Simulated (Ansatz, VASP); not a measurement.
CeO2 in VASP and in Ansatz

```
CELL_PARAMETERS angstrom
0.00000 2.71865 2.71865
2.71865 0.00000 2.71865
2.71865 2.71865 0.00000
ATOMIC_POSITIONS crystal
Ce 0.00000 0.00000 0.00000
O 0.25000 0.25000 0.25000
O 0.75000 0.75000 0.75000
```

Alike in both runs: task single point; functional LDA; k mesh 8 × 8 × 8; no spin polarisation.

|  | VASP | Ansatz |
| --- | --- | --- |
| version | VASP 6.6.1 | Ansatz 0.2.0 |
| potentials or method | VASP PAW LDA potentials, release 64 (Ce, O) | plane waves, PAW |
| plane-wave cutoff (eV) | 520 | 420 |
| occupations | gaussian, width 0.01 eV | fixed |
| valence electrons in the cell | 24 | 24 |

```tsv
	VASP	Ansatz	Ansatz less VASP
gap on the k mesh at the Fermi level (eV)	1.83	1.90	+0.074
pressure (GPa)	-7.6	-8.2	-0.57
```

LDA's correlation is that of Perdew and Zunger in VASP and of Perdew and Wang (1992) in Ansatz.

Neither program's run includes spin-orbit coupling.
